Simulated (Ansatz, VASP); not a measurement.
# BeTe: VASP beside Ansatz

```xyz
2
Lattice="0.0000 2.8322 2.8322 2.8322 0.0000 2.8322 2.8322 2.8322 0.0000" Properties=species:S:1:pos:R:3 pbc="T T T"
Be    0.0000    0.0000    0.0000
Te    1.4161    1.4161    1.4161
```

Alike in both runs: task single point; functional HSE06; k mesh 6 × 6 × 6; no spin polarisation.

|  | VASP | Ansatz |
| --- | --- | --- |
| version | VASP 6.6.1 | Ansatz 0.2.0 |
| potentials or method | VASP PAW PBE potentials, release 64 (Be, Te), cutoff 520 eV | scalar-relativistic, plane waves, PAW |
| occupations | gaussian, width 0.01 eV | fixed |
| valence electrons in the cell | 8 | 18 |

Ansatz gave:

* gap on the k mesh at the Fermi level (eV): 2.70
* least direct gap on the mesh (eV): 4.49
* pressure (GPa): -1.0

Question: Estimate VASP's values.

Answer: gap on the k mesh at the Fermi level (eV): 2.68; least direct gap on the mesh (eV): 4.46; pressure (GPa): -1.2.

VASP's potentials hold 8 valence electrons a cell and Ansatz's 18, so a difference there can come from the potentials and not from the codes. Ansatz's warnings: stress exchange threshold loose, stress scf threshold loose.

Neither program's run includes spin-orbit coupling.
